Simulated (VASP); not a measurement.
Set up this calculation in VASP 6.6.1, as the native input.

```
Task                   : single point
Functional             : PBE
Potentials or basis    : VASP PAW PBE potentials, release 64 (Al, N)
Cutoff                 : 520 eV
k mesh                 : 9 × 9 × 6
Occupations            : gaussian, width 0.05 eV
Spin                   : no spin polarisation
Dipole correction      : no
Further INCAR settings : ALGO = Normal; EDIFF = 1e-07; NBANDS = 16
```

The structure of AlN lies in POSCAR:

```
AlN
1.0
    3.3134793407      0.0000000000      0.0000000000
   -1.6567396703      2.8695572839      0.0000000000
    0.0000000000      0.0000000000      4.1875902417
Al N
2 2
Direct
    0.3369153591      0.6738307183      0.7729095315
    0.6702486925      0.3404973850      0.2729095315
    0.3264333143      0.6528666285      0.2058696077
    0.6597666476      0.3195332952      0.7058696077
```

This cell differs from its parent crystal: mode 4 frozen in at -0.185 Å and mode 10 at -0.040 Å (largest displacements).

These files were run (other wordings do the same):

INCAR

```
PREC = Accurate
ENCUT = 520
EDIFF = 1E-7
ISMEAR = 0
SIGMA = 0.05
LREAL = False
LASPH = True
NELM = 60
ALGO = Normal
ISIF = 2
LWAVE = False
LCHARG = False
GGA = PE
NBANDS = 16
```

KPOINTS

```
Automatic mesh
0
Gamma
  9 9 6
```

Potentials or basis: VASP PAW PBE potentials, release 64 (Al, N).

Launch:

```sh
$ cat potpaw_PBE.64/Al/POTCAR potpaw_PBE.64/N/POTCAR > POTCAR
$ mpirun -np 1 vasp_std > vasp.out
```

Results of the run:

| Property | Result |
| --- | --- |
| Pressure | 7.8 GPa |
| Largest force | 1.706 eV/Å |
| Band gap on the k mesh | 3.58 eV, direct |

Caveat: the cell differs from its parent crystal (mode 4 frozen in at -0.185 Å and mode 10 at -0.040 Å (largest displacements)); forces of over 1 eV/Å act on the atoms, so gaps and moduli don't describe the material at rest.

It took 46 s on 1 thread of Intel(R) Xeon(R) 6975P-C (Granite Rapids) (shared host), peak memory 0.21 GiB.
